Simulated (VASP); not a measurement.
GaP, 2 atoms in the cell. Symmetry: I-4m2, No. 119, tetragonal system. Conventional cell: a = 4.066 Å, b = 4.066 Å, c = 5.451 Å, α = 90.00°, β = 90.00°, γ = 90.00°. Ga (site symmetry -4m2) has 4 P at 2.45 Å within 3.2 Å. Within 3.2 Å of P (site symmetry -4m2) lie 4 Ga at 2.45 Å. 

* Program: VASP 6.6.1
* Task: single point
* Functional: PBE
* Potentials or basis: VASP PAW PBE potentials, release 64 (Ga_d, P)
* Cutoff: 520 eV
* k mesh: 10 × 10 × 10
* Occupations: gaussian, width 0.05 eV
* Spin: no spin polarisation
* Dipole correction: no
* Further INCAR settings: ALGO = Normal; EDIFF = 1e-06; NBANDS = 16

Potentials or basis: VASP PAW PBE potentials, release 64 (Ga_d, P).

Launch:

```sh
$ cat potpaw_PBE.64/Ga_d/POTCAR potpaw_PBE.64/P/POTCAR > POTCAR
$ mpirun -np 1 vasp_std > vasp.out
```

Hardware: 1 thread of Intel(R) Xeon(R) Platinum 8259CL CPU @ 2.50GHz (Skylake/Cascade Lake), on a shared host.

**Question.** How long does it take, and how much memory?

**Answer.** It took 57 s on 1 thread of Intel(R) Xeon(R) Platinum 8259CL CPU @ 2.50GHz (Skylake/Cascade Lake), on a shared host, peak memory 0.21 GiB. Counts: scf iterations 12, k points 102.
